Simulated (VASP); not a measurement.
Input of a VASP 6.6.1 run:

Contents of POSCAR:

```
MnSb
1.0
    4.1210083045      0.0000000000      0.0000000000
   -2.0605041522      3.5688978809      0.0000000000
    0.0000000000      0.0000000000      5.7653939814
Sb Mn
2 2
Direct
    0.6666666667      0.3333333333      0.7500000000
    0.3333333333      0.6666666667      0.2500000000
    0.0000000000      0.0000000000      0.5000000000
    0.0000000000      0.0000000000      0.0000000000
```

The input INCAR.step1:

```
SYSTEM = MnSb
PREC = Accurate
ENCUT = 520
ISMEAR = -1
SIGMA = 0.05
LREAL = .FALSE.
LASPH = .TRUE.
NELM = 150
ISPIN = 2
MAGMOM = 0 0 4 4
LMAXMIX = 4
NBANDS = 30
GGA = PE
ALGO = Normal
EDIFF = 1E-4
LWAVE = .TRUE.
LCHARG = .FALSE.
```

File INCAR.step2:

```
SYSTEM = MnSb
PREC = Accurate
ENCUT = 520
EDIFF = 1E-7
ISMEAR = -1
SIGMA = 0.05
LREAL = .FALSE.
LASPH = .TRUE.
NELM = 150
ALGO = Normal
ISIF = 2
LWAVE = .FALSE.
LCHARG = .FALSE.
ISPIN = 2
MAGMOM = 0 0 4 4
LORBIT = 11
LMAXMIX = 4
METAGGA = R2SCAN
LMIXTAU = .TRUE.
IVDW = 12
VDW_S6 = 1.0
VDW_S8 = 0.78981345
VDW_A1 = 0.49484001
VDW_A2 = 5.73083694
NBANDS = 30
ISTART = 1
```

Contents of KPOINTS:

```
Automatic mesh
0
G
  7 7 5
  0 0 0
```

Potentials or basis: VASP PAW PBE potentials, release 64 (Sb, Mn_pv).

Run with:

```sh
$ cat potpaw_PBE.64/Sb/POTCAR potpaw_PBE.64/Mn_pv/POTCAR > POTCAR
$ cp INCAR.step1 INCAR
$ mpirun -np 1 vasp_std > vasp.out
$ cp INCAR.step2 INCAR
$ mpirun -np 1 vasp_std > vasp.out
```

Q: What does it give for the site moments?

A: Sb -0.17; Mn +3.81 μB.

Q: What does it give for the dispersion energy per atom?

A: -0.185 eV.

Stress tensor (GPa, compression positive):
```
0.12 0.00 0.00
0.00 0.12 0.00
0.00 0.00 0.04
```

Caveat: the PAW data sets were made with another functional, which shifts forces and pressure a little; only a ferromagnetic start was run, and an antiferromagnetic order may lie lower in energy.
